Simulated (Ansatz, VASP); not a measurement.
AlN: VASP beside Ansatz

```
Al N
1.0
     0.00000    2.18399    2.18399
     2.18399    0.00000    2.18399
     2.18399    2.18399    0.00000
Al N
1 1
Direct
  0.96530 0.96530 0.96530
  0.75000 0.75000 0.75000
```

Change from the starting cell: all Al atoms moved +0.263 Å, as atom 1 towards its neighbour atom 2 (N) at 1.891 Å.

Alike in both runs: task single point; functional r2SCAN; k mesh 10 × 10 × 10; occupations gaussian, width 0.05 eV; no spin polarisation.

```csv
,VASP,Ansatz
version,VASP 6.6.1,Ansatz 0.2.0
potentials or method,"VASP PAW PBE potentials, release 64 (Al, N), cutoff 520 eV","scalar-relativistic, plane waves, PAW"
valence electrons in the cell,8,8
```

Ansatz gave:

- gap on the k mesh at the Fermi level (eV): 3.62
- least direct gap on the mesh (eV): 4.40
- pressure (GPa): 13.2
- traceless stress, the component that is largest in VASP (GPa): 20.51
- rms of the force components (eV/Å): 4.255

Estimate VASP's values.

gap on the k mesh at the Fermi level (eV): 3.61; least direct gap on the mesh (eV): 4.44; pressure (GPa): 13.1; traceless stress, the component that is largest in VASP (GPa): 21.01; rms of the force components (eV/Å): 4.324.

VASP's potentials were made for PBE, not for r2SCAN. Atom by atom the forces differ by 0.069 eV/Å (rms over components).
